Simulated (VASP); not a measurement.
# NaLaMnMoO6 (I-4) in VASP: settings compared

The runs below take NaLaMnMoO6 through atomic charges, electron localisation function, single point, with PBE, PBE+D4.

Everything below comes from runs of VASP 6.6.1. Logs are shortened: lines on timing, memory, paths and dates and some standing lists are left out, and cuts for length are marked.

## (1) The cell of the first run

The structure is tetragonal, space group I-4 (No. 82). Conventional cell: a = 5.446 Å, b = 5.446 Å, c = 7.798 Å, α = 90.00°, β = 90.00°, γ = 90.00°. Na (site symmetry -4) has 12 O at 2.51 to 2.99 Å and 4 Mn at 3.35 Å and 4 Mo at 3.35 Å within 3.4 Å. La (site symmetry -4) has 12 O at 2.51 to 2.99 Å and 4 Mn at 3.35 Å and 4 Mo at 3.35 Å within 3.4 Å. Mn (site symmetry -4) has 6 O at 1.93 to 1.94 Å within 2.6 Å. Mo (site symmetry -4) has 6 O at 1.96 to 1.97 Å within 2.6 Å. O (site symmetry 1) has 1 Mn at 1.94 Å and 1 Mo at 1.97 Å and 1 Na at 2.51 Å and 1 La at 2.51 Å within 2.6 Å. O (site symmetry 2) has 1 Mn at 1.93 Å and 1 Mo at 1.96 Å within 2.6 Å.

## (2) Atomic charges, PBE, collinear spin, ferromagnetic start

The input, INCAR:

```
PREC = Accurate
ENCUT = 520
EDIFF = 1E-6
ISMEAR = -1
SIGMA = 0.05
LREAL = F
LASPH = T
NELM = 120
ALGO = Normal
ISIF = 2
LWAVE = F
LCHARG = F
ISPIN = 2
MAGMOM = 0 0 4 1 0 0 0 0 0 0
LORBIT = 11
LMAXMIX = 6
GGA = PE
KPAR = 4
```

The input, KPOINTS:

```
regular mesh
0
Gamma
  7 7 7
```

The input, POSCAR:

```
NaLaMnMoO6
1.0
   -2.7229400000      2.7229400000      3.8988900000
    2.7229400000     -2.7229400000      3.8988900000
    2.7229400000      2.7229400000     -3.8988900000
Na La Mn Mo O
1 1 1 1 6
Direct
    0.2500000000      0.7500000000      0.5000000000
    0.7500000000      0.2500000000      0.5000000000
    0.5000000000      0.5000000000      0.0000000000
    0.0000000000      0.0000000000      0.0000000000
    0.2076600000      0.2960700000      0.5037100000
    0.2960500000      0.7923400000      0.0884100000
    0.7923600000      0.7039500000      0.4962900000
    0.7039300000      0.2076400000      0.9115900000
    0.2519400000      0.2519400000      0.0000000000
    0.7480600000      0.7480600000      0.0000000000
```

Potentials or basis: VASP PAW PBE potentials, release 64 (Na_pv, La, Mn_pv, Mo_sv, O).

Command:

```sh
$ cat potpaw_PBE.64/Na_pv/POTCAR potpaw_PBE.64/La/POTCAR potpaw_PBE.64/Mn_pv/POTCAR potpaw_PBE.64/Mo_sv/POTCAR potpaw_PBE.64/O/POTCAR > POTCAR
$ mpirun -np 4 vasp_std > vasp.out
```

OUTCAR:

```text
PREC = Accurate
   ENCUT = 520
   EDIFF = 1E-6
   ISMEAR = -1
   LREAL = F
   LASPH = T
   NELM = 120
   ISIF = 2
   ISPIN = 2
   LORBIT = 11
   GGA = PE

 ion  position               nearest neighbor table
   1  0.250  0.750  0.500-
   2  0.750  0.250  0.500-   5 2.51   6 2.51   7 2.51   8 2.51   9 2.72  10 2.72   9 2.72  10 2.72
                             3 3.35   4 3.35   4 3.35   3 3.35   4 3.35   3 3.35   3 3.35   4 3.35
   3  0.500  0.500  0.000-   9 1.93  10 1.93   7 1.94   8 1.94   5 1.94   6 1.94   2 3.35   2 3.35
                             2 3.35   2 3.35
   4  0.000  0.000  0.000-   9 1.96  10 1.96   8 1.97   5 1.97   6 1.97   7 1.97   2 3.35   2 3.35
                             2 3.35   2 3.35
   5  0.208  0.296  0.504-   3 1.94   4 1.97   2 2.51
   6  0.296  0.792  0.088-   3 1.94   4 1.97   2 2.51
   7  0.792  0.704  0.496-   3 1.94   4 1.97   2 2.51
   8  0.704  0.208  0.912-   3 1.94   4 1.97   2 2.51
   9  0.252  0.252  0.000-   3 1.93   4 1.96   2 2.72   2 2.72
  10  0.748  0.748  0.000-   3 1.93   4 1.96   2 2.72   2 2.72

  LATTYP: Found a body centered tetragonal cell.
 ALAT       =     5.4458800000
 C/A-ratio  =     1.4318677606

  Lattice vectors:

 A1 = (  -2.7229400000,   2.7229400000,   3.8988900000)
 A2 = (   2.7229400000,  -2.7229400000,   3.8988900000)
 A3 = (   2.7229400000,   2.7229400000,  -3.8988900000)

Analysis of symmetry for initial positions (statically):
=====================================================================
 Subroutine PRICEL returns:
 Original cell was already a primitive cell.

 Routine SETGRP: Setting up the symmetry group for a
 body centered tetragonal supercell.

 Subroutine GETGRP returns: Found  4 space group operations
 (whereof  4 operations were pure point group operations)
 out of a pool of 16 trial point group operations.

The static configuration has the point symmetry S_4 .

Analysis of symmetry for dynamics (positions and initial velocities):
=====================================================================
 Subroutine PRICEL returns:
 Original cell was already a primitive cell.

 Routine SETGRP: Setting up the symmetry group for a
 body centered tetragonal supercell.

 Subroutine GETGRP returns: Found  4 space group operations
 (whereof  4 operations were pure point group operations)
 out of a pool of 16 trial point group operations.

The dynamic configuration has the point symmetry S_4 .

Analysis of structural, dynamic, and magnetic symmetry:
[... 173 lines left out ...]
  energy without entropy =      -78.60253647  energy(sigma->0) =      -78.61729078

 E-fermi :   7.7934     XC(G=0): -11.3343

 val. band max:        7.7927918209   @ k =  -0.4286   0.4286  -0.2857
 cond. band min:       7.7960874078   @ k =  -0.4286   0.4286   0.2857
 fundamental gap:      0.0032955870
 Fermi energy:         7.7933989975

 spin component 1

 k-point     1 :       0.0000    0.0000    0.0000
  band No.  band energies     occupation
      1     -55.1108      1.00000
      2     -42.9308      1.00000
      3     -42.9308      1.00000
      4     -42.9177      1.00000
      5     -29.2666      1.00000
      6     -29.2572      1.00000
[... 1285 lines left out ...]
     50      10.0282      0.00000
     51      10.0814      0.00000

 [... further k-points ...]

 spin component 2

 k-point     1 :       0.0000    0.0000    0.0000
  band No.  band energies     occupation
      1     -55.5266      1.00000
      2     -40.1719      1.00000
      3     -40.1661      1.00000
      4     -40.1661      1.00000
      5     -29.7596      1.00000
      6     -29.6836      1.00000
[... 1285 lines left out ...]
     50      10.0672      0.00000
     51      10.0972      0.00000

 [... further k-points ...]
[... 5 lines left out ...]
  --------------------------------------------------------------------------------------
  -------------------------------------------------------------------------------------
  Total        0.4202186      0.4202186      0.4869984     -0.0000023      0.0000000      0.0000000
  in kB        5.8224897      5.8224897      6.7477819     -0.0000320      0.0000000      0.0000000
  external PRESSURE =       6.1309204 kB  Pullay stress =       0.0000000 kB

 VOLUME and BASIS-vectors are now :
 -----------------------------------------------------------------------------
  energy-cutoff  :      520.00
  volume of cell :      115.63
      direct lattice vectors                 reciprocal lattice vectors
    -2.722940000  2.722940000  3.898890000     0.000000000  0.183625052  0.128241628
     2.722940000 -2.722940000  3.898890000     0.183625052  0.000000000  0.128241628
     2.722940000  2.722940000 -3.898890000     0.183625052  0.183625052  0.000000000

 POSITION                                       TOTAL-FORCE (eV/Angst)
 -----------------------------------------------------------------------------------
      2.72294     -0.00000      1.94945         0.000000     -0.000000      0.000000
     -0.00000      2.72294      1.94945         0.000000     -0.000000     -0.000000
      0.00000      0.00000      3.89889         0.000000     -0.000000     -0.000000
      0.00000      0.00000      0.00000         0.000000     -0.000000      0.000000
      1.61231      1.13084      0.00008        -0.028062     -0.078650     -0.013546
      1.59210     -1.11063      3.89881         0.078650     -0.028062      0.013546
      1.11063      1.59210      3.89897         0.028062      0.078650     -0.013546
      1.13084      3.83357     -0.00008        -0.078650      0.028062      0.013546
      0.00000      0.00000      1.96457        -0.000000     -0.000000     -0.134199
      0.00000      0.00000      5.83321        -0.000000      0.000000      0.134199
 -----------------------------------------------------------------------------------
    total drift:                                0.000008      0.000007      0.000011

  FREE ENERGIE OF THE ION-ELECTRON SYSTEM (eV)
  ---------------------------------------------------
  free  energy   TOTEN  =       -78.6320451007 eV

  energy  without entropy=      -78.6025364672  energy(sigma->0) =      -78.61729078

 total charge

# of ion       s       p       d       f       tot
--------------------------------------------------
    1        0.039   5.981   0.000   0.000   6.020
    2        2.003   5.700   0.536   0.229   8.467
    3        0.304   6.382   4.984   0.000  11.670
    4        2.341   6.315   3.700   0.000  12.355
    5        1.565   3.469   0.000   0.000   5.034
    6        1.565   3.469   0.000   0.000   5.034
    7        1.565   3.469   0.000   0.000   5.034
    8        1.565   3.469   0.000   0.000   5.034
    9        1.563   3.466   0.000   0.000   5.030
   10        1.563   3.466   0.000   0.000   5.030
--------------------------------------------------
tot         14.073  45.188   9.219   0.229  68.709

 magnetization (x)

# of ion       s       p       d       f       tot
--------------------------------------------------
    1        0.000   0.000   0.000   0.000   0.000
    2        0.000   0.001  -0.006  -0.012  -0.018
    3        0.011   0.019   2.482   0.000   2.512
    4       -0.006  -0.009  -0.562   0.000  -0.577
    5        0.002   0.011   0.000   0.000   0.013
    6        0.002   0.011   0.000   0.000   0.013
    7        0.002   0.011   0.000   0.000   0.013
    8        0.002   0.011   0.000   0.000   0.013
    9        0.002   0.007   0.000   0.000   0.009
   10        0.002   0.007   0.000   0.000   0.009
--------------------------------------------------
tot          0.017   0.070   1.915  -0.012   1.990
```

Run time: 11 min. Hardware: 4 MPI ranks of Intel Xeon Platinum 8175M at 2.50GHz (Skylake/Cascade Lake), shared host; peak memory 0.7 GiB.

What came out:

| Item | Value |
| --- | --- |
| Free energy | -78.6320 eV |
| Pressure | 0.6 GPa |
| Largest force | 0.134 eV/Å |
| Net moment | 2.00 μB per cell |
| Site moments | Na +0.00; La -0.02; Mn +2.51; Mo -0.58; O +0.01 μB |
| Valence electrons inside the program's atomic spheres | Na 6.02; La 8.47; Mn 11.67; Mo 12.36; O 5.03 |

Forces in eV/Å, atoms in the order of the input:
```
Na   0.000  0.000  0.000
La   0.000  0.000  0.000
Mn   0.000  0.000  0.000
Mo   0.000  0.000  0.000
O   -0.028 -0.079 -0.014
O    0.079 -0.028  0.014
O    0.028  0.079 -0.014
O   -0.079  0.028  0.014
O    0.000  0.000 -0.134
O    0.000  0.000  0.134
```

Levels at points of the mesh, in eV from the Fermi level:
Spin up:
```csv
k point,band 39,band 40,band 41,band 42,band 43,band 44,band 45,band 46
"(0.00, 0.00, 0.00)",-2.73,-2.37,-2.37,-0.73,-0.34,0.81,0.81,1.09
```
Spin down:
```tsv
k point	band 35	band 36	band 37	band 38	band 39	band 40	band 41	band 42	band 43	band 44
(0.00, 0.00, 0.00)	-3.05	-3.04	-2.65	-2.65	-1.17	-1.17	-1.17	0.70	1.06	1.39
```

Caveat: spin-orbit coupling is left out, which moves the levels of the heavy elements; a cell with one magnetic atom can't hold antiferromagnetic order, which such compounds often take; semilocal functionals often make such compounds metallic where correlation or magnetic order opens a gap, which also shifts bond lengths.

## (3) Electron localisation function, PBE, collinear spin, ferromagnetic start

Changes to INCAR since step 2:

```diff
@@ -11,3 +11,3 @@
 LWAVE = F
-LCHARG = F
+LCHARG = T
 ISPIN = 2
@@ -17,2 +17,2 @@
 GGA = PE
-KPAR = 4
+LELF = T
```

KPOINTS is that of step 2.

POSCAR is that of step 2.

Potentials or basis: VASP PAW PBE potentials, release 64 (Na_pv, La, Mn_pv, Mo_sv, O).

Command:

```sh
$ cat potpaw_PBE.64/Na_pv/POTCAR potpaw_PBE.64/La/POTCAR potpaw_PBE.64/Mn_pv/POTCAR potpaw_PBE.64/Mo_sv/POTCAR potpaw_PBE.64/O/POTCAR > POTCAR
$ mpirun -np 4 vasp_std > vasp.out
```

OUTCAR:

```text
PREC = Accurate
   ENCUT = 520
   EDIFF = 1E-6
   ISMEAR = -1
   LREAL = F
   LASPH = T
   NELM = 120
   ISIF = 2
   ISPIN = 2
   LORBIT = 11
   GGA = PE

 ion  position               nearest neighbor table
   1  0.250  0.750  0.500-
   2  0.750  0.250  0.500-   5 2.51   6 2.51   7 2.51   8 2.51   9 2.72  10 2.72   9 2.72  10 2.72
                             3 3.35   4 3.35   4 3.35   3 3.35   4 3.35   3 3.35   3 3.35   4 3.35
   3  0.500  0.500  0.000-   9 1.93  10 1.93   7 1.94   8 1.94   5 1.94   6 1.94   2 3.35   2 3.35
                             2 3.35   2 3.35
   4  0.000  0.000  0.000-   9 1.96  10 1.96   8 1.97   5 1.97   6 1.97   7 1.97   2 3.35   2 3.35
                             2 3.35   2 3.35
[... 2908 lines left out ...]
    total drift:                                0.000008      0.000007      0.000011

  FREE ENERGIE OF THE ION-ELECTRON SYSTEM (eV)
  ---------------------------------------------------
  free  energy   TOTEN  =       -78.6320440593 eV

  energy  without entropy=      -78.6024874028  energy(sigma->0) =      -78.61726573

 total charge

# of ion       s       p       d       f       tot
--------------------------------------------------
    1        0.039   5.981   0.000   0.000   6.020
    2        2.003   5.700   0.536   0.229   8.467
    3        0.304   6.382   4.983   0.000  11.669
    4        2.341   6.315   3.700   0.000  12.355
    5        1.565   3.469   0.000   0.000   5.034
    6        1.565   3.469   0.000   0.000   5.034
    7        1.565   3.469   0.000   0.000   5.034
    8        1.565   3.469   0.000   0.000   5.034
    9        1.563   3.467   0.000   0.000   5.030
   10        1.563   3.467   0.000   0.000   5.030
--------------------------------------------------
tot         14.073  45.188   9.219   0.229  68.709

 magnetization (x)

# of ion       s       p       d       f       tot
--------------------------------------------------
    1        0.000   0.000   0.000   0.000   0.000
    2        0.000   0.001  -0.006  -0.012  -0.018
    3        0.011   0.019   2.481   0.000   2.511
    4       -0.006  -0.009  -0.562   0.000  -0.577
    5        0.002   0.011   0.000   0.000   0.013
    6        0.002   0.011   0.000   0.000   0.013
    7        0.002   0.011   0.000   0.000   0.013
    8        0.002   0.011   0.000   0.000   0.013
    9        0.002   0.007   0.000   0.000   0.009
   10        0.002   0.007   0.000   0.000   0.009
--------------------------------------------------
tot          0.017   0.070   1.913  -0.012   1.988
```

OSZICAR:

```text
N       E                     dE             d eps       ncg     rms          rms(c)
DAV:   1     0.107320907803E+04    0.10732E+04   -0.39545E+04 13212   0.230E+03
DAV:   2     0.128512577805E+03   -0.94470E+03   -0.86147E+03 11124   0.559E+02
DAV:   3    -0.752053379361E+02   -0.20372E+03   -0.18988E+03 13384   0.226E+02
[... 15 lines left out ...]
DAV:  19    -0.786316868558E+02    0.65100E-03   -0.24716E-03 16548   0.298E-01    0.306E-01
DAV:  20    -0.786319541253E+02   -0.26727E-03   -0.44070E-04 14760   0.145E-01    0.125E-01
DAV:  21    -0.786320126402E+02   -0.58515E-04   -0.83049E-05 15664   0.532E-02    0.792E-02
DAV:  22    -0.786320417455E+02   -0.29105E-04   -0.42525E-05 17604   0.457E-02    0.346E-02
DAV:  23    -0.786320448831E+02   -0.31376E-05   -0.19214E-05 15648   0.274E-02    0.333E-02
DAV:  24    -0.786320440593E+02    0.82378E-06   -0.66894E-06 12600   0.164E-02
   1 F= -.78632044E+02 E0= -.78617266E+02  d E =-.295567E-01  mag=     1.9953
```

It took 8.3 min on 4 MPI ranks of Intel Xeon Platinum 8175M at 2.50GHz (Skylake/Cascade Lake), shared host; peak memory 0.35 GiB.

Results:

* Free energy: -78.6320 eV
* Pressure: 0.6 GPa
* Largest force: 0.134 eV/Å
* Net moment: 2.00 μB per cell
* Site moments: Na +0.00; La -0.02; Mn +2.51; Mo -0.58; O +0.01 μB
* Valence electrons inside the program's atomic spheres: Na 6.02; La 8.47; Mn 11.67; Mo 12.36; O 5.03

Forces on the atoms (eV/Å):
```
Na   0.000  0.000  0.000
La   0.000  0.000  0.000
Mn   0.000  0.000  0.000
Mo   0.000  0.000  0.000
O   -0.028 -0.079 -0.014
O    0.079 -0.028  0.014
O    0.028  0.079 -0.014
O   -0.079  0.028  0.014
O    0.000  0.000 -0.134
O    0.000  0.000  0.134
```

Caveat: spin-orbit coupling is left out, which moves the levels of the heavy elements; a cell with one magnetic atom can't hold antiferromagnetic order, which such compounds often take; semilocal functionals often make such compounds metallic where correlation or magnetic order opens a gap, which also shifts bond lengths.

## (4) Single point, PBE+D4, collinear spin, ferromagnetic start

This run uses another cell than the first one, of 11.34 Å³/atom.

The input, INCAR:

```
SYSTEM = NaLaMnMoO6
PREC     = Accurate       ! precision mode
ENCUT    = 520            ! plane-wave cutoff, eV
EDIFF    = 1E-6           ! SCF threshold, eV
ISMEAR   = -1             ! smearing method
SIGMA    = 0.05           ! smearing width, eV
LREAL    = .FALSE.        ! projectors in reciprocal space
LASPH    = .TRUE.         ! aspherical terms in the spheres
NELM     = 150            ! most SCF steps
ALGO     = Normal         ! electronic algorithm
ISIF     = 2              ! what is computed and relaxed
LWAVE    = .FALSE.        ! write WAVECAR
LCHARG   = .TRUE.         ! write CHGCAR
ISPIN    = 2              ! spin polarisation
MAGMOM   = 0 0 4 1 0 0 0 0 0 0 ! initial moments
LORBIT   = 11             ! projections on sites
LMAXMIX  = 6              ! l up to which the mixer works
GGA      = PE             ! functional
IVDW     = 13             ! dispersion correction
LELF     = .TRUE.         ! ELF
LVHAR    = .TRUE.       
NBANDS   = 56             ! bands
```

The input, KPOINTS:

```
Automatic mesh
0
G
  5 5 5
  0 0 0
```

The input, POSCAR:

```
NaLaMnMoO6
1.0
   -2.7094019679      2.7094019679      3.8626350431
    2.7094019679     -2.7094019679      3.8626350431
    2.7094019679      2.7094019679     -3.8626350431
Na La Mn Mo O
1 1 1 1 6
Direct
    0.2500000000      0.7500000000      0.5000000000
    0.7500000000      0.2500000000      0.5000000000
    0.5000000000      0.5000000000      0.0000000000
    0.0000000000      0.0000000000      0.0000000000
    0.2061484816      0.2997199362      0.5038324650
    0.2976839835      0.7938515184      0.0935714547
    0.7958874712      0.7023160165      0.4961675350
    0.7002800638      0.2041125288      0.9064285453
    0.2531416648      0.2531416648      0.0000000000
    0.7468583352      0.7468583352      0.0000000000
```

Command:

```sh
$ cat potpaw_PBE.64/Na_pv/POTCAR potpaw_PBE.64/La/POTCAR potpaw_PBE.64/Mn_pv/POTCAR potpaw_PBE.64/Mo_sv/POTCAR potpaw_PBE.64/O/POTCAR > POTCAR
$ mpirun -np 1 vasp_std > vasp.out
```

Wall time 8.2 min (1 thread of Intel Xeon Platinum 8259CL at 2.50GHz (Skylake/Cascade Lake), shared host); peak memory 0.44 GiB.

The run converged. Its results:

```
Free energy                                           : -80.8257 eV
Pressure                                              : 0.3 GPa
Largest force                                         : 0.053 eV/Å
Net moment                                            : -1.84 μB per cell
Site moments                                          : Na -0.00; La +0.02; Mn -2.34; Mo +0.57; O -0.02, -0.01 (each value once) μB
Valence electrons inside the program's atomic spheres : Na 6.03; La 8.50; Mn 11.72; Mo 12.39; O 5.04
Dispersion energy per atom                            : -0.223 eV
```

Forces on the atoms (eV/Å):
```
Na   0.000  0.000  0.000
La   0.000  0.000  0.000
Mn   0.000  0.000  0.000
Mo   0.000  0.000  0.000
O   -0.011 -0.038 -0.009
O    0.038 -0.011  0.009
O    0.011  0.038 -0.009
O   -0.038  0.011  0.009
O    0.000  0.000 -0.053
O    0.000  0.000  0.053
```

Levels at points of the mesh, in eV from the Fermi level:
Spin up:
| k point | band 36 | band 37 | band 38 | band 39 | band 40 | band 41 | band 42 | band 43 |
| --- | --- | --- | --- | --- | --- | --- | --- | --- |
| (0.00, 0.00, 0.00) | -3.09 | -2.74 | -2.74 | -1.25 | -1.25 | -1.20 | 0.66 | 0.97 |
Spin down:
```csv
k point,band 38,band 39,band 40,band 41,band 42,band 43,band 44,band 45
"(0.00, 0.00, 0.00)",-2.99,-2.69,-2.38,-2.38,-0.71,-0.18,0.82,0.82
```

Caveat: spin-orbit coupling is left out, which moves the levels of the heavy elements; a cell with one magnetic atom can't hold antiferromagnetic order, which such compounds often take; semilocal functionals often make such compounds metallic where correlation or magnetic order opens a gap, which also shifts bond lengths.

## (5) Summary

```tsv
task	level	cell	k mesh	dipole correction	gap on the mesh (eV)	pressure (GPa)	moment (μB)	largest force (eV/Å)
atomic charges	PBE	a = 5.480 Å, angles 120.4, 120.4, 89.3°, 10 atoms, atomic positions A	7 × 7 × 7	-	none	0.6	2.00	0.13
electron localisation function	PBE	a = 5.480 Å, angles 120.4, 120.4, 89.3°, 10 atoms, atomic positions A	7 × 7 × 7	-	none	0.6	2.00	0.13
single point	PBE+D4	a = 5.441 Å, angles 120.3, 120.3, 89.5°, 10 atoms, atomic positions B	5 × 5 × 5	no	none	0.3	1.84	0.05
```

Alike in all rows: potentials or basis VASP PAW PBE potentials, release 64 (Na_pv, La, Mn_pv, Mo_sv, O); spin collinear, ferromagnetic start; cutoff (eV) 520; smearing fermi-dirac 0.05 eV.

Caveats: spin-orbit coupling is left out, which moves the levels of the heavy elements; a cell with one magnetic atom can't hold antiferromagnetic order, which such compounds often take; semilocal functionals often make such compounds metallic where correlation or magnetic order opens a gap, which also shifts bond lengths.

Absolute energies hang on the potentials; compare differences alone.
